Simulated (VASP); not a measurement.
# TiTe3Mo (Pm-3m) in VASP: single point with PBE

Aim: the single point of TiTe3Mo with PBE.

Program: VASP 6.6.1. These are calculated values, not measurements. Logs are shortened: lines on timing, memory, paths and dates and some standing lists are left out, and cuts for length are marked.

### 1 The cell of the first run

It takes space group Pm-3m (No. 221, cubic). The conventional cell has a = 4.879 Å, b = 4.879 Å, c = 4.879 Å, α = 90.00°, β = 90.00°, γ = 90.00°. Within 4.5 Å of Ti (site symmetry m-3m) lie 12 Te at 3.45 Å and 8 Mo at 4.23 Å. Within 3.2 Å of Te (site symmetry 4/mmm) lie 2 Mo at 2.44 Å. Within 3.2 Å of Mo (site symmetry m-3m) lie 6 Te at 2.44 Å.

The cell was built from a structure type or drawn by symmetry, and may not be a known phase.

### 2 Single point, PBE

INCAR reads:

```
PREC = Accurate
ENCUT = 520
EDIFF = 1E-6
ISMEAR = 0
SIGMA = 0.1
LREAL = F
LASPH = T
NELM = 60
ALGO = Normal
ISIF = 2
LWAVE = F
LCHARG = F
GGA = PE
NBANDS = 30
```

KPOINTS reads:

```
Automatic mesh
0
Gamma
  4 4 4
```

POSCAR reads:

```
TiTe3Mo
1.0
    4.8790100100      0.0000000000      0.0000000000
    0.0000000000      4.8790100100      0.0000000000
    0.0000000000      0.0000000000      4.8790100100
Ti Te Mo
1 3 1
Direct
    0.0000000000      0.0000000000      0.0000000000
    0.0000000000      0.5000000000      0.5000000000
    0.5000000000      0.0000000000      0.5000000000
    0.5000000000      0.5000000000      0.0000000000
    0.5000000000      0.5000000000      0.5000000000
```

Potentials or basis: VASP PAW PBE potentials, release 64 (Ti_sv, Te, Mo_sv).

Launch:

```console
> cat potpaw_PBE.64/Ti_sv/POTCAR potpaw_PBE.64/Te/POTCAR potpaw_PBE.64/Mo_sv/POTCAR > POTCAR
> mpirun -np 1 vasp_std > vasp.out
```

OUTCAR:

```text
PREC = Accurate
   ENCUT = 520
   EDIFF = 1E-6
   ISMEAR = 0
   LREAL = F
   LASPH = T
   NELM = 60
   ISIF = 2
   GGA = PE

 ion  position               nearest neighbor table
   1  0.000  0.000  0.000-
   2  0.000  0.500  0.500-   5 2.44   5 2.44   3 3.45   4 3.45   3 3.45   3 3.45   4 3.45   4 3.45
                             4 3.45   3 3.45
   3  0.500  0.000  0.500-   5 2.44   5 2.44   2 3.45   4 3.45   2 3.45   4 3.45   4 3.45   4 3.45
                             2 3.45   2 3.45
   4  0.500  0.500  0.000-   5 2.44   5 2.44   2 3.45   2 3.45   3 3.45   3 3.45   3 3.45   3 3.45
                             2 3.45   2 3.45
   5  0.500  0.500  0.500-   2 2.44   3 2.44   4 2.44   4 2.44   3 2.44   2 2.44

  LATTYP: Found a simple cubic cell.
 ALAT       =     4.8790100100

  Lattice vectors:

 A1 = (   4.8790100100,   0.0000000000,   0.0000000000)
 A2 = (   0.0000000000,   4.8790100100,   0.0000000000)
 A3 = (   0.0000000000,   0.0000000000,   4.8790100100)

Analysis of symmetry for initial positions (statically):
=====================================================================
 Subroutine PRICEL returns:
 Original cell was already a primitive cell.

 Routine SETGRP: Setting up the symmetry group for a
 simple cubic supercell.

 Subroutine GETGRP returns: Found 48 space group operations
 (whereof 48 operations were pure point group operations)
 out of a pool of 48 trial point group operations.

The static configuration has the point symmetry O_h .

Analysis of symmetry for dynamics (positions and initial velocities):
=====================================================================
 Subroutine PRICEL returns:
 Original cell was already a primitive cell.

 Routine SETGRP: Setting up the symmetry group for a
 simple cubic supercell.

 Subroutine GETGRP returns: Found 48 space group operations
 (whereof 48 operations were pure point group operations)
 out of a pool of 48 trial point group operations.

The dynamic configuration has the point symmetry O_h .

 Subroutine INISYM returns: Found 48 space group operations
 (whereof 48 operations are pure point group operations),
 and found     1 'primitive' translations

----------------------------------------------------------------------------------------

                                     Primitive cell

  volume of cell :     116.1436

  direct lattice vectors                    reciprocal lattice vectors
     4.879010010  0.000000000  0.000000000     0.204959612  0.000000000  0.000000000
     0.000000000  4.879010010  0.000000000     0.000000000  0.204959612  0.000000000
     0.000000000  0.000000000  4.879010010     0.000000000  0.000000000  0.204959612

  length of vectors
     4.879010010  4.879010010  4.879010010     0.204959612  0.204959612  0.204959612

  position of ions in fractional coordinates (direct lattice)
     0.000000000  0.000000000  0.000000000
     0.000000000  0.500000000  0.500000000
     0.500000000  0.000000000  0.500000000
     0.500000000  0.500000000  0.000000000
     0.500000000  0.500000000  0.500000000

  ion indices of the primitive-cell ions
   primitive index   ion index
                 1           1
                 2           2
                 3           3
                 4           4
                 5           5

----------------------------------------------------------------------------------------

 KPOINTS: Automatic mesh

Automatic generation of k-mesh.
 Grid dimensions read from file:
 generate k-points for:    4    4    4

 Generating k-lattice:

  Cartesian coordinates                     Fractional coordinates (reciprocal lattice)
     0.051239903  0.000000000  0.000000000     0.250000000  0.000000000  0.000000000
     0.000000000  0.051239903  0.000000000     0.000000000  0.250000000  0.000000000
     0.000000000  0.000000000  0.051239903     0.000000000  0.000000000  0.250000000

  Length of vectors
     0.051239903  0.051239903  0.051239903

  Shift w.r.t. Gamma in fractional coordinates (k-lattice)
     0.000000000  0.000000000  0.000000000

 Subroutine IBZKPT returns following result:
 ===========================================

 Found     10 irreducible k-points:

 Following reciprocal coordinates:
            Coordinates               Weight
  0.000000  0.000000  0.000000      1.000000
  0.250000  0.000000  0.000000      6.000000
  0.500000  0.000000  0.000000      3.000000
  0.250000  0.250000  0.000000     12.000000
  0.500000  0.250000  0.000000     12.000000
  0.500000  0.500000  0.000000      3.000000
  0.250000  0.250000  0.250000      8.000000
  0.500000  0.250000  0.250000     12.000000
  0.500000  0.500000  0.250000      6.000000
  0.500000  0.500000  0.500000      1.000000
   k-points           NKPTS =     10   k-points in BZ     NKDIM =     10   number of bands    NBANDS=     30
   number of dos      NEDOS =    301   number of ions     NIONS =      5
   total plane-waves  NPLWV =  46656
   dimension x,y,z NGX =    36 NGY =   36 NGZ =   36
   dimension x,y,z NGXF=    72 NGYF=   72 NGZF=   72
   ions per type =               1   3   1
   NGX,Y,Z   is equivalent  to a cutoff of  12.27, 12.27, 12.27 a.u.
   NGXF,Y,Z  is equivalent  to a cutoff of  24.53, 24.53, 24.53 a.u.
 SYSTEM =  unknown system
   PREC   = accura    normal or accurate (medium, high low for compatibility)
   ISTART =      0    job   : 0-new  1-cont  2-samecut
   ICHARG =      2    charge: 1-file 2-atom 10-const
   ISPIN  =      1    spin polarized calculation?
   LNONCOLLINEAR =      F non collinear calculations
   LSORBIT =      F    spin-orbit coupling
   LASPH  =      T    aspherical Exc in radial PAW
   ENCUT  =  520.0 eV  38.22 Ry    6.18 a.u.   9.07  9.07  9.07*2*pi/ulx,y,z
   NELM   =     60;   NELMIN=  2; NELMDL= -5     # of ELM steps
   EDIFF  = 0.1E-05   stopping-criterion for ELM
   LREAL  =      F    real-space projection
   EDIFFG = 0.1E-04   stopping-criterion for IOM
   NSW    =      0    number of steps for IOM
   IBRION =     -1    ionic relax: 0-MD 1-quasi-New 2-CG
   NFREE  =      0    steps in history (QN), initial steepest desc. (CG)
   ISIF   =      2    stress and relaxation
   ISYM   =      2    0-nonsym 1-usesym 2-fastsym
   POTIM  = 0.5000    time-step for ionic-motion
   TEBEG  =    0.0;   TEEND  =   0.0 temperature during run
   PSTRESS=    0.0 pullay stress
   NELECT =      44.0000    total number of electrons
   NUPDOWN=      -1.0000    fix difference up-down
   EMIN   =  10.00;   EMAX   =-10.00  energy-range for DOS
   EFERMI =   0.00;   METHOD = LEGACY
   ISMEAR =     0;   SIGMA  =   0.10  broadening in eV -4-tet -1-fermi 0-gaus
   EFERMI_NEDOS =   21; number of points for ismear=-14 and -15
   IALGO  =     38    algorithm
   IMIX   =      4    mixing-type and parameters
     AMIX     =   0.40;   BMIX     =  1.00
     AMIX_MAG =   1.60;   BMIX_MAG =  1.00
  volume/ion in A,a.u.               =      23.23       156.76
  Fermi-wavevector in a.u.,A,eV,Ry     =   1.184570  2.238512 19.091774  1.403206
  Thomas-Fermi vector in A             =   2.320781
   LORBIT       =      0    0 simple, 1 ext, 2 COOP (PROOUT), +10 PAW based schemes
   GGA     = PE    functional components
   LHFCALC =     F    Hartree Fock is set to
   AEXX    =    0.0000 exact exchange contribution
   IVDW    =     0    specifies the selected vdW correction
   LEPSILON=     F    determine dielectric tensor
   LRPA    =     F    only Hartree local field effects (RPA)
 non-spin polarized calculation
 Gauss-broadening in eV      SIGMA  =   0.10
  energy-cutoff  :      520.00
  volume of cell :      116.14
 maximum number of plane-waves:      3178
   NGX = 19   NGY = 19   NGZ = 19

 number of electron      44.0000007 magnetization

 Free energy of the ion-electron system (eV)
  ---------------------------------------------------
  ext. energy  EPLUGINS =         0.00000000
  ---------------------------------------------------
  free energy    TOTEN  =       -22.27145078 eV

  energy without entropy =      -22.20407254  energy(sigma->0) =      -22.23776166

 E-fermi :   9.3483     XC(G=0): -10.6383

 val. band max:        9.3369632001   @ k =   0.5000   0.5000   0.2500
 cond. band min:       9.3508083384   @ k =   0.5000   0.0000   0.0000
 fundamental gap:      0.0138451383
 Fermi energy:         9.3482500382

 k-point     1 :       0.0000    0.0000    0.0000
  band No.  band energies     occupation
      1     -51.4046      2.00000
      2     -48.4737      2.00000
      3     -25.8020      2.00000
      4     -25.8020      2.00000
      5     -25.8020      2.00000
      6     -24.7376      2.00000
[... 22 lines left out ...]
     29       9.5831      0.00089
     30      10.7019      0.00000

 k-point     2 :       0.2500    0.0000    0.0000
  band No.  band energies     occupation
      1     -51.4055      2.00000
      2     -48.4737      2.00000
      3     -25.8011      2.00000
      4     -25.8011      2.00000
      5     -25.7942      2.00000
      6     -24.7381      2.00000
[... 22 lines left out ...]
     29      10.1799      0.00000
     30      10.6697      0.00000

 k-point     3 :       0.5000    0.0000    0.0000
  band No.  band energies     occupation
      1     -51.4065      2.00000
      2     -48.4737      2.00000
      3     -25.8002      2.00000
      4     -25.8002      2.00000
      5     -25.7864      2.00000
      6     -24.7386      2.00000
[... 22 lines left out ...]
     29      10.6494      0.00000
     30      10.8121      0.00000

 k-point     4 :       0.2500    0.2500    0.0000
  band No.  band energies     occupation
      1     -51.4065      2.00000
      2     -48.4737      2.00000
      3     -25.8002      2.00000
      4     -25.7933      2.00000
      5     -25.7933      2.00000
      6     -24.7380      2.00000
[... 154 lines left out ...]
     29      11.5456      0.00000
     30      13.4360      0.00000

 k-point     9 :       0.5000    0.5000    0.2500
  band No.  band energies     occupation
      1     -51.4092      2.00000
      2     -48.4737      2.00000
      3     -25.7905      2.00000
      4     -25.7836      2.00000
      5     -25.7836      2.00000
      6     -24.7383      2.00000
[... 22 lines left out ...]
     29      10.8385      0.00000
     30      13.5446      0.00000

 k-point    10 :       0.5000    0.5000    0.5000
  band No.  band energies     occupation
      1     -51.4101      2.00000
      2     -48.4736      2.00000
      3     -25.7827      2.00000
      4     -25.7827      2.00000
      5     -25.7827      2.00000
      6     -24.7383      2.00000
[... 22 lines left out ...]
     29      10.3655      0.00000
     30      15.6690      0.00000

------------------------ aborting loop because EDIFF is reached ----------------------------------------

  FORCE on cell =-STRESS in cart. coord.  units (eV):
  Direction    XX          YY          ZZ          XY          YZ          ZX
  --------------------------------------------------------------------------------------
  -------------------------------------------------------------------------------------
  Total       17.5027156     17.5027156     17.5027156     -0.0000000     -0.0000000      0.0000000
  in kB      241.4464872    241.4464872    241.4464872     -0.0000000     -0.0000000      0.0000000
  external PRESSURE =     241.4464872 kB  Pullay stress =       0.0000000 kB

 VOLUME and BASIS-vectors are now :
 -----------------------------------------------------------------------------
  energy-cutoff  :      520.00
  volume of cell :      116.14
      direct lattice vectors                 reciprocal lattice vectors
     4.879010010  0.000000000  0.000000000     0.204959612  0.000000000  0.000000000
     0.000000000  4.879010010  0.000000000     0.000000000  0.204959612  0.000000000
     0.000000000  0.000000000  4.879010010     0.000000000  0.000000000  0.204959612

 POSITION                                       TOTAL-FORCE (eV/Angst)
 -----------------------------------------------------------------------------------
      0.00000      0.00000      0.00000         0.000000      0.000000      0.000000
      0.00000      2.43951      2.43951         0.000000      0.000000      0.000000
      2.43951      0.00000      2.43951         0.000000      0.000000      0.000000
      2.43951      2.43951      0.00000         0.000000      0.000000      0.000000
      2.43951      2.43951      2.43951         0.000000      0.000000      0.000000
 -----------------------------------------------------------------------------------
    total drift:                                0.000000      0.000000      0.000000

  FREE ENERGIE OF THE ION-ELECTRON SYSTEM (eV)
  ---------------------------------------------------
  free  energy   TOTEN  =       -22.2714507762 eV

  energy  without entropy=      -22.2040725406  energy(sigma->0) =      -22.23776166
```

Wall time 26 s (1 thread of Intel Xeon Platinum 8488C (Sapphire Rapids), shared host); peak memory 0.23 GiB.

What came out:

- Free energy: -22.2715 eV
- Pressure: 24.1 GPa
- Band gap on the k mesh: zero (bands 22 and 23 overlap by 0.78 eV)

Caveat: the cell stands under pressure; spin-orbit coupling is left out, which moves the levels of the heavy elements.
